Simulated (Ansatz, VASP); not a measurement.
# Mg in VASP and in Ansatz

File INCAR:

```
SYSTEM = Mg
  PREC = Accurate
  ENCUT = 520
  EDIFF = 1E-8
  ISMEAR = -1
  SIGMA = 0.08
  LREAL = .False.
  LASPH = .True.
  NELM = 80
  ALGO = Normal
  ISIF = 2
  LWAVE = .False.
  LCHARG = .False.
  GGA = PE
  LEFG = .True.
  NBANDS = 9
```

File KPOINTS:

```
regular mesh
0
Gamma
  12 12 7
  0 0 0
```

File POSCAR:

```
Mg
1.0
    3.2092715325      0.0160463577      0.0160463577
   -1.5907392128      2.7712874960      0.0058733745
    0.0260516500      0.0260516500      5.2103300000
Mg
2
Direct
    0.3333333333      0.6666666667      0.2500000000
    0.6666666667      0.3333333333      0.7500000000
```

Input for Ansatz:

```yaml
crystal:
  lattice:
    - [3.2092715325, 0.0160463577, 0.0160463577]
    - [-1.5907392128, 2.771287496, 0.0058733745]
    - [0.02605165, 0.02605165, 5.21033]
  atoms:
    - { symbol: Mg, position: [0.3333333333, 0.6666666667, 0.25] }
    - { symbol: Mg, position: [0.6666666667, 0.3333333333, 0.75] }
kpoints:
  mp_grid: { grid: [12, 12, 7] }
scf:
  occupations: { method: fermi_dirac, width: 0.08 }
hamiltonian:
  xc: pbe
  pseudopotentials: { kind: all_electron, datasets: crystal }
output:
  forces: true
  stress: true
  eigenvalues: true
  efg: { contact_densities: true }
```

Change from the starting cell: equal xy, yz and zx shear strains of +1 %, crystal datasets.

Alike in both runs: task electric field gradients; functional PBE; k mesh 12 × 12 × 7; occupations fermi-dirac, width 0.08 eV; no spin polarisation.

```csv
,VASP,Ansatz
version,VASP 6.6.1,Ansatz 0.2.0
potentials or method,"VASP PAW PBE potentials, release 64 (Mg), cutoff 520 eV","all-electron PAW with datasets made for the crystal, scalar-relativistic"
```

Ansatz gave:

```
pressure (GPa)                                                : -0.5
traceless stress, the component that is largest in VASP (GPa) : -0.49
rms of the force components (eV/Å)                            : 0.004
size of Vzz on the site where it differs most (V/Å²)          : 1.2
```

Task: What did VASP give for the same quantities?

Result: Pressure (GPa): -0.6; traceless stress, the component that is largest in VASP (GPa): -0.50; rms of the force components (eV/Å): 0.004; size of Vzz on the site where it differs most (V/Å²): 1.0.

Atom by atom the forces differ by 0.000 eV/Å (rms over components). Ansatz ran all-electron here, and VASP with PAW potentials.
